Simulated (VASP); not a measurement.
# Sn (Fd-3m) in VASP: notebook

Runs on Sn. Level: LDA. Tasks: electric field gradients.

Program: VASP 6.6.1. These are calculated values, not measurements. Logs are shortened: lines on timing, memory, paths and dates and some standing lists are left out, and cuts for length are marked.

## Step 1: The cell of the first run

Symmetry: Fd-3m, No. 227, cubic system. Conventional cell: a = 6.619 Å, b = 6.619 Å, c = 6.619 Å, α = 90.00°, β = 90.00°, γ = 90.00°. Within 3.8 Å of Sn (site symmetry -43m) lie 4 Sn at 2.87 Å.

## Step 2: Electric field gradients, LDA (volume scaled by 1.06)

Contents of INCAR:

```
SYSTEM = Sn
PREC = Accurate
ENCUT = 520
EDIFF = 1E-8
ISMEAR = -1
SIGMA = 0.03
LREAL = .FALSE.
LASPH = .TRUE.
NELM = 100
ALGO = Normal
ISIF = 2
LWAVE = .FALSE.
LCHARG = .FALSE.
GGA = CA
LEFG = .TRUE.
NBANDS = 21
```

Contents of KPOINTS:

```
regular mesh
0
G
  9 9 9
  0 0 0
```

Contents of POSCAR:

```
Sn
1.0
    0.0000000000      3.3092553764      3.3092553764
    3.3092553764      0.0000000000      3.3092553764
    3.3092553764      3.3092553764      0.0000000000
Sn
2
Direct
    0.5000000000      0.5000000000      0.5000000000
    0.7500000000      0.7500000000      0.7500000000
```

Potentials or basis: VASP PAW LDA potentials, release 64 (Sn_d).

On the command line:

```console
cat potpaw_LDA.64/Sn_d/POTCAR > POTCAR
mpirun -np 1 vasp_std > vasp.out
```

OUTCAR:

```text
SYSTEM = Sn
   PREC = Accurate
   ENCUT = 520
   EDIFF = 1E-8
   ISMEAR = -1
   LREAL = .FALSE.
   LASPH = .TRUE.
   NELM = 100
   ISIF = 2
   GGA = CA

 ion  position               nearest neighbor table
   1  0.500  0.500  0.500-   2 2.87   2 2.87   2 2.87   2 2.87
   2  0.750  0.750  0.750-   1 2.87   1 2.87   1 2.87   1 2.87

  LATTYP: Found a face centered cubic cell.
 ALAT       =     6.6185107528

  Lattice vectors:

 A1 = (   0.0000000000,   3.3092553764,   3.3092553764)
 A2 = (   3.3092553764,   0.0000000000,   3.3092553764)
 A3 = (   3.3092553764,   3.3092553764,   0.0000000000)

Analysis of symmetry for initial positions (statically):
=====================================================================
 Subroutine PRICEL returns:
 Original cell was already a primitive cell.

 Routine SETGRP: Setting up the symmetry group for a
 face centered cubic supercell.

 Subroutine GETGRP returns: Found 48 space group operations
 (whereof 24 operations were pure point group operations)
 out of a pool of 48 trial point group operations.

The static configuration has the point symmetry T_d .
 The point group associated with its full space group is O_h .

Analysis of symmetry for dynamics (positions and initial velocities):
=====================================================================
 Subroutine PRICEL returns:
 Original cell was already a primitive cell.

 Routine SETGRP: Setting up the symmetry group for a
 face centered cubic supercell.

 Subroutine GETGRP returns: Found 48 space group operations
 (whereof 24 operations were pure point group operations)
 out of a pool of 48 trial point group operations.

The dynamic configuration has the point symmetry T_d .
 The point group associated with its full space group is O_h .

 Subroutine INISYM returns: Found 48 space group operations
 (whereof 24 operations are pure point group operations),
 and found     1 'primitive' translations

----------------------------------------------------------------------------------------

                                     Primitive cell

  volume of cell :      72.4804

  direct lattice vectors                    reciprocal lattice vectors
     0.000000000  3.309255376  3.309255376    -0.151091392  0.151091392  0.151091392
     3.309255376  0.000000000  3.309255376     0.151091392 -0.151091392  0.151091392
     3.309255376  3.309255376  0.000000000     0.151091392  0.151091392 -0.151091392

  length of vectors
     4.679993835  4.679993835  4.679993835     0.261697967  0.261697967  0.261697967

  position of ions in fractional coordinates (direct lattice)
     0.500000000  0.500000000  0.500000000
     0.750000000  0.750000000  0.750000000

  ion indices of the primitive-cell ions
   primitive index   ion index
                 1           1
                 2           2

----------------------------------------------------------------------------------------

 KPOINTS: regular mesh

Automatic generation of k-mesh.
 Grid dimensions read from file:
 generate k-points for:    9    9    9

 Generating k-lattice:

  Cartesian coordinates                     Fractional coordinates (reciprocal lattice)
    -0.016787932  0.016787932  0.016787932     0.111111111  0.000000000  0.000000000
     0.016787932 -0.016787932  0.016787932     0.000000000  0.111111111  0.000000000
     0.016787932  0.016787932 -0.016787932     0.000000000  0.000000000  0.111111111

  Length of vectors
     0.029077552  0.029077552  0.029077552

  Shift w.r.t. Gamma in fractional coordinates (k-lattice)
     0.000000000  0.000000000  0.000000000

 Subroutine IBZKPT returns following result:
 ===========================================

 Found     35 irreducible k-points:

 Following reciprocal coordinates:
            Coordinates               Weight
  0.000000  0.000000  0.000000      1.000000
  0.111111  0.000000  0.000000      8.000000
  0.222222  0.000000  0.000000      8.000000
  0.333333  0.000000  0.000000      8.000000
  0.444444  0.000000  0.000000      8.000000
  0.111111  0.111111  0.000000      6.000000
[... 16 lines left out ...]
 -0.333333  0.333333  0.000000     12.000000
  0.444444  0.444444  0.000000      6.000000
 [... further k-points ...]
   k-points           NKPTS =     35   k-points in BZ     NKDIM =     35   number of bands    NBANDS=     21
   number of dos      NEDOS =    301   number of ions     NIONS =      2
   total plane-waves  NPLWV =  46656
   dimension x,y,z NGX =    36 NGY =   36 NGZ =   36
   dimension x,y,z NGXF=    72 NGYF=   72 NGZF=   72
   ions per type =               2
   NGX,Y,Z   is equivalent  to a cutoff of  12.79, 12.79, 12.79 a.u.
   NGXF,Y,Z  is equivalent  to a cutoff of  25.58, 25.58, 25.58 a.u.
 SYSTEM =  Sn
   PREC   = accura    normal or accurate (medium, high low for compatibility)
   ISTART =      0    job   : 0-new  1-cont  2-samecut
   ICHARG =      2    charge: 1-file 2-atom 10-const
   ISPIN  =      1    spin polarized calculation?
   LNONCOLLINEAR =      F non collinear calculations
   LSORBIT =      F    spin-orbit coupling
   LASPH  =      T    aspherical Exc in radial PAW
   ENCUT  =  520.0 eV  38.22 Ry    6.18 a.u.   8.70  8.70  8.70*2*pi/ulx,y,z
   NELM   =    100;   NELMIN=  2; NELMDL= -5     # of ELM steps
   EDIFF  = 0.1E-07   stopping-criterion for ELM
   LREAL  =      F    real-space projection
   EDIFFG = 0.1E-06   stopping-criterion for IOM
   NSW    =      0    number of steps for IOM
   IBRION =     -1    ionic relax: 0-MD 1-quasi-New 2-CG
   NFREE  =      0    steps in history (QN), initial steepest desc. (CG)
   ISIF   =      2    stress and relaxation
   ISYM   =      2    0-nonsym 1-usesym 2-fastsym
   POTIM  = 0.5000    time-step for ionic-motion
   TEBEG  =    0.0;   TEEND  =   0.0 temperature during run
   PSTRESS=    0.0 pullay stress
   NELECT =      28.0000    total number of electrons
   NUPDOWN=      -1.0000    fix difference up-down
   EMIN   =  10.00;   EMAX   =-10.00  energy-range for DOS
   EFERMI =   0.00;   METHOD = LEGACY
   ISMEAR =    -1;   SIGMA  =   0.03  broadening in eV -4-tet -1-fermi 0-gaus
   EFERMI_NEDOS =   21; number of points for ismear=-14 and -15
   IALGO  =     38    algorithm
   IMIX   =      4    mixing-type and parameters
     AMIX     =   0.40;   BMIX     =  1.00
     AMIX_MAG =   1.60;   BMIX_MAG =  1.00
  volume/ion in A,a.u.               =      36.24       244.56
  Fermi-wavevector in a.u.,A,eV,Ry     =   1.192305  2.253129 19.341910  1.421590
  Thomas-Fermi vector in A             =   2.328346
   LORBIT       =      0    0 simple, 1 ext, 2 COOP (PROOUT), +10 PAW based schemes
   GGA     = CA    functional components
   LHFCALC =     F    Hartree Fock is set to
   AEXX    =    0.0000 exact exchange contribution
   IVDW    =     0    specifies the selected vdW correction
   LEPSILON=     F    determine dielectric tensor
   LRPA    =     F    only Hartree local field effects (RPA)
 non-spin polarized calculation
  energy-cutoff  :      520.00
  volume of cell :       72.48
 maximum number of plane-waves:      1972
   NGX = 17   NGY = 17   NGZ = 17

 number of electron      27.9999995 magnetization

 Free energy of the ion-electron system (eV)
  ---------------------------------------------------
  ext. energy  EPLUGINS =         0.00000000
  ---------------------------------------------------
  free energy    TOTEN  =        -8.90013379 eV

  energy without entropy =       -8.89858626  energy(sigma->0) =       -8.89936003

 E-fermi :   4.6569     XC(G=0):  -8.9429

 val. band max:        4.6332408485   @ k =   0.1111   0.0000   0.0000
 cond. band min:       4.7200528215   @ k =   0.3333   0.0000   0.0000
 fundamental gap:      0.0868119730
 Fermi energy:         4.6569254484

 k-point     1 :       0.0000    0.0000    0.0000
  band No.  band energies     occupation
      1     -16.7471      2.00000
      2     -16.7471      2.00000
      3     -16.7471      2.00000
      4     -16.6934      2.00000
      5     -16.6934      2.00000
      6     -16.4270      2.00000
[... 13 lines left out ...]
     20      12.6543      0.00000
     21      12.6543      0.00000

 k-point     2 :       0.1111    0.0000    0.0000
  band No.  band energies     occupation
      1     -16.7547      2.00000
      2     -16.7547      2.00000
      3     -16.7445      2.00000
      4     -16.6830      2.00000
      5     -16.6830      2.00000
      6     -16.4453      2.00000
[... 13 lines left out ...]
     20      11.8878      0.00000
     21      11.8878      0.00000

 k-point     3 :       0.2222    0.0000    0.0000
  band No.  band energies     occupation
      1     -16.7665      2.00000
      2     -16.7665      2.00000
      3     -16.7376      2.00000
      4     -16.6641      2.00000
      5     -16.6641      2.00000
      6     -16.4634      2.00000
[... 13 lines left out ...]
     20      11.5563      0.00000
     21      11.5563      0.00000

 k-point     4 :       0.3333    0.0000    0.0000
  band No.  band energies     occupation
      1     -16.7746      2.00000
      2     -16.7746      2.00000
      3     -16.7293      2.00000
      4     -16.6493      2.00000
      5     -16.6493      2.00000
      6     -16.4757      2.00000
[... 13 lines left out ...]
     20      12.0005      0.00000
     21      12.0005      0.00000

 k-point     5 :       0.4444    0.0000    0.0000
  band No.  band energies     occupation
      1     -16.7781      2.00000
      2     -16.7781      2.00000
      3     -16.7237      2.00000
      4     -16.6422      2.00000
      5     -16.6422      2.00000
      6     -16.4809      2.00000
[... 13 lines left out ...]
     20      13.0232      0.00000
     21      13.0232      0.00000
[... 382 lines left out ...]
     20      13.7355      0.00000
     21      14.3447      0.00000

 k-point    22 :      -0.4444    0.3333    0.0000
  band No.  band energies     occupation
      1     -16.8075      2.00000
      2     -16.7910      2.00000
      3     -16.6785      2.00000
      4     -16.6029      2.00000
      5     -16.5835      2.00000
      6     -16.5506      2.00000
[... 13 lines left out ...]
     20      13.1785      0.00000
     21      14.5949      0.00000

 k-point    23 :      -0.3333    0.3333    0.0000
  band No.  band energies     occupation
      1     -16.8113      2.00000
      2     -16.7916      2.00000
      3     -16.6726      2.00000
      4     -16.5876      2.00000
      5     -16.5811      2.00000
      6     -16.5619      2.00000
[... 13 lines left out ...]
     20      12.0473      0.00000
     21      15.0300      0.00000

 k-point    24 :       0.4444    0.4444    0.0000
  band No.  band energies     occupation
      1     -16.7907      2.00000
      2     -16.7907      2.00000
      3     -16.6961      2.00000
      4     -16.6451      2.00000
      5     -16.5802      2.00000
      6     -16.5332      2.00000
[... 13 lines left out ...]
     20      14.1094      0.00000
     21      14.8204      0.00000

 [... further k-points ...]

------------------------ aborting loop because EDIFF is reached ----------------------------------------

  FORCE on cell =-STRESS in cart. coord.  units (eV):
  Direction    XX          YY          ZZ          XY          YZ          ZX
  --------------------------------------------------------------------------------------
  -------------------------------------------------------------------------------------
  Total       -1.1430042     -1.1430042     -1.1430042      0.0000000      0.0000000      0.0000000
  in kB      -25.2660632    -25.2660632    -25.2660632      0.0000000      0.0000000      0.0000000
  external PRESSURE =     -25.2660632 kB  Pullay stress =       0.0000000 kB

 VOLUME and BASIS-vectors are now :
 -----------------------------------------------------------------------------
  energy-cutoff  :      520.00
  volume of cell :       72.48
      direct lattice vectors                 reciprocal lattice vectors
     0.000000000  3.309255376  3.309255376    -0.151091392  0.151091392  0.151091392
     3.309255376  0.000000000  3.309255376     0.151091392 -0.151091392  0.151091392
     3.309255376  3.309255376  0.000000000     0.151091392  0.151091392 -0.151091392

 POSITION                                       TOTAL-FORCE (eV/Angst)
 -----------------------------------------------------------------------------------
      3.30926      3.30926      3.30926         0.000000     -0.000000      0.000000
      4.96388      4.96388      4.96388        -0.000000      0.000000     -0.000000
 -----------------------------------------------------------------------------------
    total drift:                                0.000000      0.000000      0.000000

  FREE ENERGIE OF THE ION-ELECTRON SYSTEM (eV)
  ---------------------------------------------------
  free  energy   TOTEN  =        -8.9001337944 eV

  energy  without entropy=       -8.8985862608  energy(sigma->0) =       -8.89936003

 Electric field gradients (V/A^2)
---------------------------------------------------------------------
 ion       V_xx      V_yy      V_zz      V_xy      V_xz      V_yz
---------------------------------------------------------------------
   1       0.000     0.000     0.000     0.002     0.002     0.002
   2      -0.000     0.000     0.000     0.002     0.002     0.002
---------------------------------------------------------------------

 Electric field gradients after diagonalization (V/A^2)
 (convention: |V_zz| > |V_xx| > |V_yy|)
----------------------------------------------------------------------
 ion       V_xx      V_yy      V_zz     asymmetry (V_yy - V_xx)/ V_zz
----------------------------------------------------------------------
   1      -0.002    -0.002     0.004       0.000
   2      -0.002    -0.002     0.004       0.000
----------------------------------------------------------------------

           NMR quadrupolar parameters

 Cq : quadrupolar parameter    Cq=e*Q*V_zz/h
 eta: asymmetry parameters     (V_yy - V_xx)/ V_zz
 Q  : nuclear electric quadrupole moment in mb (millibarn)
----------------------------------------------------------------------
 ion       Cq(MHz)       eta       Q (mb)
----------------------------------------------------------------------
   1       0.000       0.000       1.000
   2       0.000       0.000       1.000
----------------------------------------------------------------------
```

It took 30 s on 1 thread of Intel Xeon Platinum 8375C at 2.90GHz (Ice Lake), shared host; peak memory 0.19 GiB.

What came out:

```
Free energy            : -8.9001 eV
Pressure               : -2.5 GPa
Band gap on the k mesh : zero (band 14 reaches 4.85 eV, above the bottom of band 15 at 4.57 eV)
```

Levels at points of the mesh, in eV from the Fermi level:
```
           k point  band 11  band 12  band 13  band 14  band 15  band 16  band 17  band 18
(0.00, 0.00, 0.00)   -10.16    -1.09     0.19     0.19     0.19     2.24     2.24     2.24
```

Caveat: without QUAD_EFG the Cq values of the log hold for a quadrupole moment of 1 mb, not for the nuclei; spin-orbit coupling is left out, which moves the levels of the heavy elements.

## Step 3: Electric field gradients, LDA (volume scaled by 1.06)

Contents of INCAR:

```
SYSTEM = Sn
PREC     = Accurate       ! precision mode
ENCUT    = 520            ! plane-wave cutoff, eV
EDIFF    = 1E-8           ! SCF threshold, eV
ISMEAR   = -1             ! smearing method
SIGMA    = 0.03           ! smearing width, eV
LREAL    = .FALSE.        ! projectors in reciprocal space
LASPH    = .TRUE.         ! aspherical terms in the spheres
NELM     = 60             ! most SCF steps
ALGO     = Normal         ! electronic algorithm
ISIF     = 2              ! what is computed and relaxed
LWAVE    = .FALSE.        ! write WAVECAR
LCHARG   = .FALSE.        ! write CHGCAR
LEFG     = .TRUE.       
NBANDS   = 21             ! bands
```

Contents of KPOINTS:

```
Automatic mesh
0
G
  9 9 9
  0 0 0
```

POSCAR is that of step 2.

Potentials or basis: VASP PAW LDA potentials, release 64 (Sn_d).

On the command line:

```console
cat potpaw_LDA.64/Sn_d/POTCAR > POTCAR
mpirun -np 1 vasp_std > vasp.out
```

OUTCAR:

```text
SYSTEM = Sn
   PREC = Accurate
   ENCUT = 520
   EDIFF = 1E-8
   ISMEAR = -1
   LREAL = .FALSE.
   LASPH = .TRUE.
   NELM = 60
   ISIF = 2

 ion  position               nearest neighbor table
   1  0.500  0.500  0.500-   2 2.87   2 2.87   2 2.87   2 2.87
   2  0.750  0.750  0.750-   1 2.87   1 2.87   1 2.87   1 2.87

  LATTYP: Found a face centered cubic cell.
 ALAT       =     6.6185107528

  Lattice vectors:

 A1 = (   0.0000000000,   3.3092553764,   3.3092553764)
 A2 = (   3.3092553764,   0.0000000000,   3.3092553764)
 A3 = (   3.3092553764,   3.3092553764,   0.0000000000)
[... 789 lines left out ...]
  free  energy   TOTEN  =        -8.9001337944 eV

  energy  without entropy=       -8.8985862608  energy(sigma->0) =       -8.89936003

 Electric field gradients (V/A^2)
---------------------------------------------------------------------
 ion       V_xx      V_yy      V_zz      V_xy      V_xz      V_yz
---------------------------------------------------------------------
   1       0.000     0.000     0.000     0.002     0.002     0.002
   2      -0.000     0.000     0.000     0.002     0.002     0.002
---------------------------------------------------------------------

 Electric field gradients after diagonalization (V/A^2)
 (convention: |V_zz| > |V_xx| > |V_yy|)
----------------------------------------------------------------------
 ion       V_xx      V_yy      V_zz     asymmetry (V_yy - V_xx)/ V_zz
----------------------------------------------------------------------
   1      -0.002    -0.002     0.004       0.000
   2      -0.002    -0.002     0.004       0.000
----------------------------------------------------------------------

           NMR quadrupolar parameters

 Cq : quadrupolar parameter    Cq=e*Q*V_zz/h
 eta: asymmetry parameters     (V_yy - V_xx)/ V_zz
 Q  : nuclear electric quadrupole moment in mb (millibarn)
----------------------------------------------------------------------
 ion       Cq(MHz)       eta       Q (mb)
----------------------------------------------------------------------
   1       0.000       0.000       1.000
   2       0.000       0.000       1.000
----------------------------------------------------------------------
```

OSZICAR:

```text
N       E                     dE             d eps       ncg     rms          rms(c)
DAV:   1     0.226183918071E+03    0.22618E+03   -0.14785E+04  1485   0.188E+03
DAV:   2     0.159111088486E+02   -0.21027E+03   -0.20606E+03  1485   0.435E+02
DAV:   3    -0.818110104156E+01   -0.24092E+02   -0.23967E+02  1710   0.140E+02
DAV:   4    -0.898045879335E+01   -0.79936E+00   -0.79901E+00  1675   0.290E+01
DAV:   5    -0.900825761662E+01   -0.27799E-01   -0.27798E-01  2153   0.525E+00    0.301E+00
DAV:   6    -0.893565441439E+01    0.72603E-01   -0.35070E-02  1930   0.212E+00    0.170E+00
DAV:   7    -0.889957514678E+01    0.36079E-01   -0.51069E-02  1610   0.200E+00    0.138E-01
DAV:   8    -0.890004393910E+01   -0.46879E-03   -0.48571E-03  1688   0.769E-01    0.505E-02
DAV:   9    -0.890013359231E+01   -0.89653E-04   -0.15553E-04  1959   0.898E-02    0.121E-02
DAV:  10    -0.890013331507E+01    0.27724E-06   -0.10378E-05  2008   0.371E-02    0.380E-03
DAV:  11    -0.890013379626E+01   -0.48119E-06   -0.97801E-07  1666   0.625E-03    0.980E-04
DAV:  12    -0.890013379440E+01    0.18581E-08   -0.39953E-08  1615   0.155E-03
   1 F= -.89001338E+01 E0= -.88993600E+01  d E =-.154753E-02
```

It took 29 s on 1 thread of Intel Xeon Platinum 8375C at 2.90GHz (Ice Lake), shared host; peak memory 0.19 GiB.

Results:

```
Free energy            : -8.9001 eV
Pressure               : -2.5 GPa
Band gap on the k mesh : zero (band 14 reaches 4.85 eV, above the bottom of band 15 at 4.57 eV)
```

Caveat: without QUAD_EFG the Cq values of the log hold for a quadrupole moment of 1 mb, not for the nuclei; spin-orbit coupling is left out, which moves the levels of the heavy elements.
